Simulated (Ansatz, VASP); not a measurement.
Zn in VASP and in Ansatz

The input INCAR:

```
  PREC = Accurate
  ENCUT = 520
  EDIFF = 1E-7
  ISMEAR = -1
  SIGMA = 0.08
  LREAL = False
  LASPH = True
  NELM = 60
  ALGO = Normal
  ISIF = 2
  LWAVE = False
  LCHARG = False
  LDIPOL = True
  IDIPOL = 3
  DIPOL = 0.5 0.5 0.500
  GGA = CA
  NBANDS = 45
```

The input KPOINTS:

```
regular mesh
0
Gamma
  14 8 1
```

POSCAR

```
Zn
1.0
    2.5748926521      0.0000000000      0.0000000000
    0.0000000000      4.7112279034      0.0000000000
    0.0000000000      0.0000000000     21.2032000000
Zn
6
Direct
    0.7500000000      0.7500000000      0.3773026622
    0.2500000000      0.2500000000      0.4123590447
    0.2500000000      0.7500000000      0.4824718088
    0.7500000000      0.2500000000      0.5175281912
    0.7500000000      0.7500000000      0.5876409553
    0.2500000000      0.2500000000      0.6226973378
```

Input for Ansatz:

```yaml
crystal:
  lattice:
    - [2.5748926521, 0.0, 0.0]
    - [0.0, 4.7112279034, 0.0]
    - [0.0, 0.0, 21.2032]
  atoms:
    - { symbol: Zn, position: [0.75, 0.75, 0.3773026622] }
    - { symbol: Zn, position: [0.25, 0.25, 0.4123590447] }
    - { symbol: Zn, position: [0.25, 0.75, 0.4824718088] }
    - { symbol: Zn, position: [0.75, 0.25, 0.5175281912] }
    - { symbol: Zn, position: [0.75, 0.75, 0.5876409553] }
    - { symbol: Zn, position: [0.25, 0.25, 0.6226973378] }
kpoints:
  mp_grid: { grid: [14, 8, 1] }
scf:
  occupations: { method: fermi_dirac, width: 0.08 }
hamiltonian:
  xc: lda
  pseudopotentials: { kind: paw }
output:
  forces: true
  stress: true
  eigenvalues: true
  populations: true
efield:
  axis: 3
  amplitude: 0
  dipole_correction: true
```

Alike in both runs: task single point; functional LDA; k mesh 14 × 8 × 1; occupations fermi-dirac, width 0.08 eV; no spin polarisation.

|  | VASP | Ansatz |
| --- | --- | --- |
| version | VASP 6.6.1 | Ansatz 0.2.0 |
| potentials or method | VASP PAW LDA potentials, release 64 (Zn) | PAW with Ansatz's default frozen-core files, scalar-relativistic |
| plane-wave cutoff (eV) | 520 | 420 |
| valence electrons in the cell | 72 | 72 |

|  | VASP | Ansatz | Ansatz less VASP |
| --- | --- | --- | --- |
| rms of the force components (eV/Å) | 0.236 | 0.229 | -0.0066 |

LDA's correlation is that of Perdew and Zunger in VASP and of Perdew and Wang (1992) in Ansatz. Atom by atom the forces differ by 0.013 eV/Å (rms over components).
